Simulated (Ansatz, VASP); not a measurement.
# HgH2: VASP beside Ansatz

```
Hg H
1.0
     3.56008    0.00000    0.00000
     0.00000    3.56008    0.00000
     0.00000    0.00000    5.43197
Hg H
2 4
Direct
  0.00000 0.50000 0.70000
  0.50000 0.00000 0.30000
  0.00000 0.00000 0.00000
  0.50000 0.50000 0.00000
  0.00000 0.50000 0.27000
  0.50000 0.00000 0.73000
```

Alike in both runs: task relaxation of cell and atoms; functional PBE; k mesh 6 × 6 × 4; occupations gaussian, width 0.1 eV; no spin polarisation.

|  | VASP | Ansatz |
| --- | --- | --- |
| version | VASP 6.6.1 | Ansatz 0.2.0 |
| potentials or method | VASP PAW PBE potentials, release 64 (Hg, H), cutoff 600 eV | scalar-relativistic, plane waves, PAW |
| valence electrons in the cell | 28 | 44 |

Ansatz gave:

* gap on the k mesh at the Fermi level, each at its own relaxed structure (eV): none
* relaxed volume (Å³/atom): 16.58
* relaxed cell length with the largest relative difference (Å): 7.044

Task: Which values does VASP return?

Result: gap on the k mesh at the Fermi level, each at its own relaxed structure (eV): none; relaxed volume (Å³/atom): 15.33; relaxed cell length with the largest relative difference (Å): 6.399.

A gap of «none» marks a metal or a gap that the smearing closes. One of these differences is far larger than is usual between the two programs; its cause wasn't traced. VASP's potentials hold 28 valence electrons a cell and Ansatz's 44, so a difference there can come from the potentials and not from the codes.

Spin-orbit coupling is off throughout. Noted on VASP's run: the volume moved by over 15 % at a fixed basis, so the end points are rough.
